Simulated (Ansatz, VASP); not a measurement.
Two plane-wave programs on NaF

```
CELL_PARAMETERS angstrom
0.00000 2.32000 2.32000
2.32000 0.00000 2.32000
2.32000 2.32000 0.00000
ATOMIC_POSITIONS crystal
Na 0.00000 0.00000 0.00000
F 0.50000 0.50000 0.50000
```

Alike in both runs: task relaxation of cell and atoms; functional PBE; k mesh 8 × 8 × 8; occupations gaussian, width 0.02 eV; no spin polarisation.

|  | VASP | Ansatz |
| --- | --- | --- |
| version | VASP 6.6.1 | Ansatz 0.2.0 |
| potentials or method | VASP PAW PBE potentials, release 64 (Na_pv, F), cutoff 600 eV | scalar-relativistic, plane waves, PAW |
| valence electrons in the cell | 14 | 16 |

|  | VASP | Ansatz | Ansatz less VASP |
| --- | --- | --- | --- |
| gap on the k mesh at the Fermi level, each at its own relaxed structure (eV) | 6.10 | 6.09 | -0.005 |
| relaxed volume (Å³/atom) | 12.93 | 12.97 | +0.047 |
| relaxed cell length with the largest relative difference (Å) | 3.319 | 3.323 | +0.0040 |

VASP's potentials hold 14 valence electrons a cell and Ansatz's 16, so a difference there can come from the potentials and not from the codes.
